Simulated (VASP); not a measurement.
**Be: relaxation of cell and atoms with PBEsol**

Be:

```
Be
1.0
     0.00000    1.39717    1.39717
     1.39717    0.00000    1.39717
     1.39717    1.39717    0.00000
Be
1
Direct
  0.00000 0.00000 0.00000
```

This isn't the form of Be at room conditions, which is hcp.

- Program: VASP 6.6.1
- Task: relaxation of cell and atoms
- Functional: PBEsol
- Potentials or basis: VASP PAW PBE potentials, release 64 (Be)
- Cutoff: 600 eV
- k mesh: 23 × 23 × 23
- Occupations: fermi-dirac, width 0.1 eV
- Spin: no spin polarisation
- Target pressure: 80 GPa
- Dipole correction: no
- Further INCAR settings: ALGO = Normal; EDIFF = 1e-06; IBRION = 2; EDIFFG = -0.005; NSW = 60; ISIF = 3

The relaxed volume is 5.46 Å³/atom, the relaxed cell is a = 1.977 Å, b = 1.977 Å, c = 1.977 Å, α = 60.00°, β = 60.00°, γ = 60.00° and the space group after relaxing (to 0.1 Å) is Fm-3m (No. 225). The energy change on relaxing (the run minimises the enthalpy) is -5.0 meV/atom, the ionic steps are 3 and the pressure after relaxing is 80.0 GPa. The band gap on the k mesh is zero (bands 1 and 2 overlap by 0.84 eV).

Step by step:
| step | energy change (eV) | largest force (eV/Å) | pressure (GPa) | volume (Å³) |
| --- | --- | --- | --- | --- |
| 1 | 0.0000 | 0.0000 | 80.65 | 5.45 |
| 2 | -0.0087 | 0.0000 | 79.51 | 5.47 |
| 3 | -0.0050 | 0.0000 | 80.00 | 5.46 |

Final structure:
```
Be
1.0
     0.00000    1.39801    1.39801
     1.39801    0.00000    1.39801
     1.39801    1.39801    0.00000
Be
1
Direct
  0.00000 0.00000 0.00000
```

Levels at points of the mesh, in eV from the Fermi level:
```tsv
k point	band 1	band 2	band 3	band 4	band 5
(0.00, 0.00, 0.00)	-13.96	25.97	25.97	25.97	36.78
```

Run time: 20 s on 1 thread of AMD EPYC 7R13 (shared host), peak memory 0.09 GiB.

Caveat: the cell is relaxed towards a set pressure, so the run minimises the enthalpy, not the energy; the PAW data sets were made with another functional, which shifts forces and pressure a little.
